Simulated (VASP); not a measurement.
Wanted: the native input for a VASP 6.6.1 run.

```yaml
Task: single point
Functional: PBE
Potentials_or_basis: VASP PAW PBE potentials, release 64 (F)
Cutoff: 520 eV
k_mesh: 49 × 49 × 49
Occupations: fermi-dirac, width 0.0612256 eV
Spin: no spin polarisation
Dipole_correction: no
Further_INCAR_settings: ALGO = Normal; EDIFF = 1e-07; NBANDS = 10
```

The structure of F lies in POSCAR:

```
F
1.0
    2.1464851024      0.0000000000      0.0000000000
    0.0000000000      2.1464851024      0.0000000000
    0.0000000000      0.0000000000      2.1464851024
F
1
Direct
    0.0000000000      0.0000000000      0.0000000000
```

One way to write it, as run:

INCAR

```
SYSTEM = F
PREC = Accurate
ENCUT = 520
EDIFF = 1E-7
ISMEAR = -1
SIGMA = 0.06122561905347299
LREAL = .FALSE.
LASPH = .TRUE.
NELM = 80
ALGO = Normal
ISIF = 2
LWAVE = .FALSE.
LCHARG = .FALSE.
GGA = PE
NBANDS = 10
```

KPOINTS

```
Automatic mesh
0
G
  49 49 49
  0 0 0
```

Potentials or basis: VASP PAW PBE potentials, release 64 (F).

Command:

```console
$ cat potpaw_PBE.64/F/POTCAR > POTCAR
$ mpirun -np 1 vasp_std > vasp.out
```

It gave:

```json
{"Pressure": "3.8 GPa", "Band gap on the k mesh": "zero (an odd number of electrons rules out a gap without spin polarisation)"}
```

Caveat: the cell stands under pressure; an odd number of electrons without spin polarisation forces a metal; a magnetic or distorted state may lie lower.

Run time: 38 s on 1 thread of Intel(R) Xeon(R) 6975P-C (Granite Rapids), on a shared host, peak memory 0.33 GiB.
